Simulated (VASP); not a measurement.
Write the native input for VASP 6.6.1 that does the following.

```yaml
Task: single point
Functional: PBE
Potentials_or_basis: VASP PAW PBE potentials, release 64 (Na_pv, F)
Cutoff: 600 eV
k_mesh: 8 × 8 × 8
Occupations: gaussian, width 0.02 eV
Spin: no spin polarisation
Dipole_correction: no
Further_INCAR_settings: ALGO = Normal; EDIFF = 1e-06; NBANDS = 14
```

The structure of NaF lies in POSCAR:

```
NaF
1.0
    0.0000000000      2.3497426514      2.3497426514
    2.3497426514      0.0000000000      2.3497426514
    2.3497426514      2.3497426514      0.0000000000
Na F
1 1
Direct
    0.0000000000      0.0000000000      0.0000000000
    0.5000000000      0.5000000000      0.5000000000
```

One way to write it, as run:

INCAR

```
ALGO = Normal
EDIFF = 1E-6
ENCUT = 600
GGA = PE
GGA_COMPAT = F
ISIF = 2
ISMEAR = 0
LASPH = T
LCHARG = F
LREAL = F
LWAVE = F
NBANDS = 14
NELM = 120
PREC = Accurate
SIGMA = 0.02
```

KPOINTS

```
k-points
0
Gamma
  8 8 8
```

Potentials or basis: VASP PAW PBE potentials, release 64 (Na_pv, F).

The run is started by

```console
$ cat potpaw_PBE.64/Na_pv/POTCAR potpaw_PBE.64/F/POTCAR > POTCAR
$ mpirun -np 1 vasp_std > vasp.out
```

Results of the run:

```
Pressure               : -0.2 GPa
Band gap on the k mesh : 6.08 eV, direct
```

Wall time 24 s on 1 thread of Intel Xeon 8259CL, with other jobs on the host, peak memory 0.15 GiB.
